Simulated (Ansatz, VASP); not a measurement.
# NbH2: VASP beside Ansatz

File INCAR:

```
ALGO = Normal
EDIFF = 1E-8
ENCUT = 520
GGA = CA
ISIF = 2
ISMEAR = -1
LASPH = T
LCHARG = F
LEFG = T
LREAL = F
LWAVE = F
NBANDS = 14
NELM = 100
PREC = Accurate
SIGMA = 0.03
```

KPOINTS

```
k-points
0
Gamma
  15 15 15
```

Contents of POSCAR:

```
NbH2
1.0
    0.0000000000      2.2661874581      2.2661874581
    2.2661874581      0.0000000000      2.2661874581
    2.2661874581      2.2661874581      0.0000000000
Nb H
1 2
Direct
    0.0000000000      0.0000000000      0.0000000000
    0.2500000000      0.2500000000      0.2500000000
    0.7500000000      0.7500000000      0.7500000000
```

Input for Ansatz:

```yaml
crystal:
  lattice:
    - [0.0, 2.2661874581, 2.2661874581]
    - [2.2661874581, 0.0, 2.2661874581]
    - [2.2661874581, 2.2661874581, 0.0]
  atoms:
    - { symbol: Nb, position: [0.0, 0.0, 0.0] }
    - { symbol: H, position: [0.25, 0.25, 0.25] }
    - { symbol: H, position: [0.75, 0.75, 0.75] }
kpoints:
  mp_grid: { grid: [15, 15, 15] }
scf:
  occupations: { method: fermi_dirac, width: 0.03 }
hamiltonian:
  xc: lda
  pseudopotentials: { kind: all_electron, datasets: crystal }
output:
  forces: true
  stress: true
  eigenvalues: true
  efg: { contact_densities: true }
```

Change from the starting cell: volume scaled by 0.98, crystal datasets.

Alike in both runs: task electric field gradients; functional LDA; k mesh 15 × 15 × 15; occupations fermi-dirac, width 0.03 eV; no spin polarisation.

|  | VASP | Ansatz |
| --- | --- | --- |
| version | VASP 6.6.1 | Ansatz 0.2.0 |
| potentials or method | VASP PAW LDA potentials, release 64 (Nb_sv, H), cutoff 520 eV | all-electron PAW with datasets made for the crystal, scalar-relativistic |

```tsv
	VASP	Ansatz	Ansatz less VASP
pressure (GPa)	-4.8	-4.7	+0.14
```

LDA's correlation is that of Perdew and Zunger in VASP and of Perdew and Wang (1992) in Ansatz. Ansatz ran all-electron here, and VASP with PAW potentials.
